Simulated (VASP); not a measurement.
# Ag (P6_3/mmc) in VASP: a series of runs, part 2 of 4

VASP 6.6.1. Earlier steps stand in the parts before.

## (3) Electric field gradients, PBE (zz strain of -2 %)

INCAR reads:

```
SYSTEM = Ag
ALGO = Normal ; EDIFF = 1E-8
ENCUT = 520 ; GGA = PE
ISIF = 2 ; ISMEAR = -1
LASPH = .TRUE. ; LCHARG = .FALSE.
LEFG = .TRUE. ; LREAL = .FALSE.
LWAVE = .FALSE. ; NBANDS = 30
NELM = 60 ; PREC = Accurate
SIGMA = 0.08
```

KPOINTS reads:

```
k-points
0
G
  14 14 4
  0 0 0
```

POSCAR reads:

```
Ag
1.0
    2.8861989086      0.0000000000      0.0000000000
   -1.4430994543      2.4995215753      0.0000000000
    0.0000000000      0.0000000000      9.8000000000
Ag
4
Direct
    0.3333333333      0.6666666667      0.2500000000
    0.6666666667      0.3333333333      0.7500000000
    0.0000000000      0.0000000000      0.0000000000
    0.0000000000      0.0000000000      0.5000000000
```

Potentials or basis: VASP PAW PBE potentials, release 64 (Ag).

Run with:

```console
> cat potpaw_PBE.64/Ag/POTCAR > POTCAR
> mpirun -np 1 vasp_std > vasp.out
```

OUTCAR:

```text
SYSTEM = Ag
   EDIFF = 1E-8
   ENCUT = 520
   GGA = PE
   ISIF = 2
   ISMEAR = -1
   LASPH = .TRUE.
   LREAL = .FALSE.
   NELM = 60
   PREC = Accurate

 ion  position               nearest neighbor table
   1  0.333  0.667  0.250-   3 2.96   4 2.96   3 2.96   4 2.96   3 2.96   4 2.96
   2  0.667  0.333  0.750-   3 2.96   4 2.96   3 2.96   4 2.96   3 2.96   4 2.96
   3  0.000  0.000  0.000-   1 2.96   2 2.96   2 2.96   1 2.96   2 2.96   1 2.96
   4  0.000  0.000  0.500-   1 2.96   2 2.96   2 2.96   1 2.96   2 2.96   1 2.96

  LATTYP: Found a hexagonal cell.
 ALAT       =     2.8861989086
 C/A-ratio  =     3.3954693735

  Lattice vectors:

 A1 = (   2.8861989086,   0.0000000000,   0.0000000000)
 A2 = (  -1.4430994543,   2.4995215753,   0.0000000000)
 A3 = (   0.0000000000,   0.0000000000,   9.8000000000)

Analysis of symmetry for initial positions (statically):
=====================================================================
 Subroutine PRICEL returns:
 Original cell was already a primitive cell.

 Routine SETGRP: Setting up the symmetry group for a
 hexagonal supercell.

 Subroutine GETGRP returns: Found 24 space group operations
 (whereof 12 operations were pure point group operations)
 out of a pool of 24 trial point group operations.

The static configuration has the point symmetry D_3d.
 The point group associated with its full space group is D_6h.

Analysis of symmetry for dynamics (positions and initial velocities):
=====================================================================
 Subroutine PRICEL returns:
 Original cell was already a primitive cell.

 Routine SETGRP: Setting up the symmetry group for a
 hexagonal supercell.

 Subroutine GETGRP returns: Found 24 space group operations
 (whereof 12 operations were pure point group operations)
 out of a pool of 24 trial point group operations.

The dynamic configuration has the point symmetry D_3d.
 The point group associated with its full space group is D_6h.

 Subroutine INISYM returns: Found 24 space group operations
 (whereof 12 operations are pure point group operations),
 and found     1 'primitive' translations

----------------------------------------------------------------------------------------

                                     Primitive cell

  volume of cell :      70.6983

  direct lattice vectors                    reciprocal lattice vectors
     2.886198909  0.000000000  0.000000000     0.346476467  0.200038281  0.000000000
    -1.443099454  2.499521575  0.000000000     0.000000000  0.400076563  0.000000000
     0.000000000  0.000000000  9.800000000     0.000000000  0.000000000  0.102040816

  length of vectors
     2.886198909  2.886198909  9.800000000     0.400076563  0.400076563  0.102040816

  position of ions in fractional coordinates (direct lattice)
     0.333333333  0.666666667  0.250000000
     0.666666667  0.333333333  0.750000000
     0.000000000  0.000000000  0.000000000
     0.000000000  0.000000000  0.500000000

  ion indices of the primitive-cell ions
   primitive index   ion index
                 1           1
[... 84 lines left out ...]
   TEBEG  =    0.0;   TEEND  =   0.0 temperature during run
   PSTRESS=    0.0 pullay stress
   NELECT =      44.0000    total number of electrons
   NUPDOWN=      -1.0000    fix difference up-down
   EMIN   =  10.00;   EMAX   =-10.00  energy-range for DOS
   EFERMI =   0.00;   METHOD = LEGACY
   ISMEAR =    -1;   SIGMA  =   0.08  broadening in eV -4-tet -1-fermi 0-gaus
   EFERMI_NEDOS =   21; number of points for ismear=-14 and -15
   IALGO  =     38    algorithm
   IMIX   =      4    mixing-type and parameters
     AMIX     =   0.40;   BMIX     =  1.00
     AMIX_MAG =   1.60;   BMIX_MAG =  1.00
  volume/ion in A,a.u.               =      17.67       119.27
  Fermi-wavevector in a.u.,A,eV,Ry     =   1.397728  2.641323 26.580932  1.953643
  Thomas-Fermi vector in A             =   2.520956
   LORBIT       =      0    0 simple, 1 ext, 2 COOP (PROOUT), +10 PAW based schemes
   GGA     = PE    functional components
   LHFCALC =     F    Hartree Fock is set to
   AEXX    =    0.0000 exact exchange contribution
   IVDW    =     0    specifies the selected vdW correction
   LEPSILON=     F    determine dielectric tensor
   LRPA    =     F    only Hartree local field effects (RPA)
 non-spin polarized calculation
  energy-cutoff  :      520.00
  volume of cell :       70.70
 maximum number of plane-waves:      1944
 NGX is ok and might be reduce to    24
   NGX = 11   NGY = 11   NGZ = 37

 number of electron      44.0000004 magnetization

 Free energy of the ion-electron system (eV)
  ---------------------------------------------------
  ext. energy  EPLUGINS =         0.00000000
  ---------------------------------------------------
  free energy    TOTEN  =       -10.84656304 eV

  energy without entropy =      -10.81891448  energy(sigma->0) =      -10.83273876

 E-fermi :   7.9107     XC(G=0): -11.9944

 val. band max:        7.8806816779   @ k =   0.1429   0.0000   0.2500
 cond. band min:       7.9135867027   @ k =   0.5000   0.0000   0.0000
 fundamental gap:      0.0329050248
 Fermi energy:         7.9106959378

 k-point     1 :       0.0000    0.0000    0.0000
  band No.  band energies     occupation
      1       0.4328      2.00000
      2       1.6655      2.00000
      3       1.6696      2.00000
      4       1.7236      2.00000
      5       3.1060      2.00000
      6       3.2725      2.00000
[... 781 lines left out ...]
     29      14.4945      0.00000
     30      16.8739      0.00000

 [... further k-points ...]
[... 5 lines left out ...]
  --------------------------------------------------------------------------------------
  -------------------------------------------------------------------------------------
  Total        1.0371011      1.0371011     -0.6032311      0.0000000      0.0000000      0.0000000
  in kB       23.5029546     23.5029546    -13.6705206      0.0000000      0.0000000      0.0000000
  external PRESSURE =      11.1117962 kB  Pullay stress =       0.0000000 kB

 VOLUME and BASIS-vectors are now :
 -----------------------------------------------------------------------------
  energy-cutoff  :      520.00
  volume of cell :       70.70
      direct lattice vectors                 reciprocal lattice vectors
     2.886198909  0.000000000  0.000000000     0.346476467  0.200038281  0.000000000
    -1.443099454  2.499521575  0.000000000     0.000000000  0.400076563  0.000000000
     0.000000000  0.000000000  9.800000000     0.000000000  0.000000000  0.102040816

 POSITION                                       TOTAL-FORCE (eV/Angst)
 -----------------------------------------------------------------------------------
     -0.00000      1.66635      2.45000        -0.000000      0.000000      0.000000
      1.44310      0.83317      7.35000        -0.000000      0.000000      0.000000
      0.00000      0.00000      0.00000         0.000000      0.000000     -0.000000
      0.00000      0.00000      4.90000         0.000000      0.000000     -0.000000
 -----------------------------------------------------------------------------------
    total drift:                               -0.000000      0.000000     -0.000000

  FREE ENERGIE OF THE ION-ELECTRON SYSTEM (eV)
  ---------------------------------------------------
  free  energy   TOTEN  =       -10.8465630379 eV

  energy  without entropy=      -10.8189144754  energy(sigma->0) =      -10.83273876

 Electric field gradients (V/A^2)
---------------------------------------------------------------------
 ion       V_xx      V_yy      V_zz      V_xy      V_xz      V_yz
---------------------------------------------------------------------
   1      -4.356    -4.356     8.712    -0.000     0.000    -0.000
   2      -4.356    -4.356     8.712    -0.000     0.000     0.000
   3      -3.593    -3.594     7.187    -0.000     0.000    -0.000
   4      -3.593    -3.594     7.187    -0.000    -0.000     0.000
---------------------------------------------------------------------

 Electric field gradients after diagonalization (V/A^2)
 (convention: |V_zz| > |V_xx| > |V_yy|)
----------------------------------------------------------------------
 ion       V_xx      V_yy      V_zz     asymmetry (V_yy - V_xx)/ V_zz
----------------------------------------------------------------------
   1      -4.356    -4.355     8.712       0.000
   2      -4.356    -4.355     8.712       0.000
   3      -3.594    -3.593     7.187       0.000
   4      -3.594    -3.593     7.187       0.000
----------------------------------------------------------------------

           NMR quadrupolar parameters

 Cq : quadrupolar parameter    Cq=e*Q*V_zz/h
 eta: asymmetry parameters     (V_yy - V_xx)/ V_zz
 Q  : nuclear electric quadrupole moment in mb (millibarn)
----------------------------------------------------------------------
 ion       Cq(MHz)       eta       Q (mb)
----------------------------------------------------------------------
   1       0.021       0.000       1.000
   2       0.021       0.000       1.000
   3       0.017       0.000       1.000
   4       0.017       0.000       1.000
----------------------------------------------------------------------
```

OSZICAR:

```text
N       E                     dE             d eps       ncg     rms          rms(c)
DAV:   1     0.294368545830E+03    0.29437E+03   -0.22603E+04  4336   0.145E+03
DAV:   2    -0.547813203625E+01   -0.29985E+03   -0.28415E+03  4476   0.332E+02
DAV:   3    -0.117905553535E+02   -0.63124E+01   -0.62801E+01  4982   0.549E+01
DAV:   4    -0.118189514237E+02   -0.28396E-01   -0.28392E-01  4638   0.359E+00
DAV:   5    -0.118192455555E+02   -0.29413E-03   -0.29413E-03  4914   0.392E-01    0.955E+00
DAV:   6    -0.108830110260E+02    0.93623E+00   -0.28623E+00  4626   0.139E+01    0.632E+00
DAV:   7    -0.108564312153E+02    0.26580E-01   -0.36828E-02  4782   0.126E+00    0.355E+00
DAV:   8    -0.108465135644E+02    0.99177E-02   -0.24681E-03  4668   0.354E-01    0.142E-01
DAV:   9    -0.108465290788E+02   -0.15514E-04   -0.63285E-05  4956   0.982E-02    0.339E-02
DAV:  10    -0.108465586344E+02   -0.29556E-04   -0.18310E-05  4722   0.352E-02    0.268E-02
DAV:  11    -0.108465633649E+02   -0.47305E-05   -0.29081E-06  4842   0.123E-02    0.126E-03
DAV:  12    -0.108465630371E+02    0.32786E-06   -0.27918E-08  4434   0.121E-03    0.840E-04
DAV:  13    -0.108465630379E+02   -0.80945E-09   -0.43676E-09  2856   0.564E-04
   1 F= -.10846563E+02 E0= -.10832739E+02  d E =-.276486E-01
```

It took 1.9 min on 1 thread of Intel Xeon Platinum 8259CL at 2.50GHz (Skylake/Cascade Lake), shared host; peak memory 0.26 GiB.

What came out:

- Free energy: -10.8466 eV
- Pressure: 1.1 GPa
- Band gap on the k mesh: zero (bands 22 and 23 overlap by 6.04 eV)
- Largest electric field gradient by atom: Ag +8.7, +7.2 (each value once) V/Å²

Electric field gradients, principal values (V/Å²):
```csv
atom,least,middle,greatest (by size)
1 Ag,-4.355,-4.356,8.712
2 Ag,-4.355,-4.356,8.712
3 Ag,-3.593,-3.594,7.187
4 Ag,-3.593,-3.594,7.187
```

Caveat: the cell differs from its parent crystal (zz strain of -2 %); without QUAD_EFG the Cq values of the log hold for a quadrupole moment of 1 mb, not for the nuclei.

(Continued in part 3 of 4.)

The gap in the log of VASP goes by the Fermi energy; the results here count the filled bands.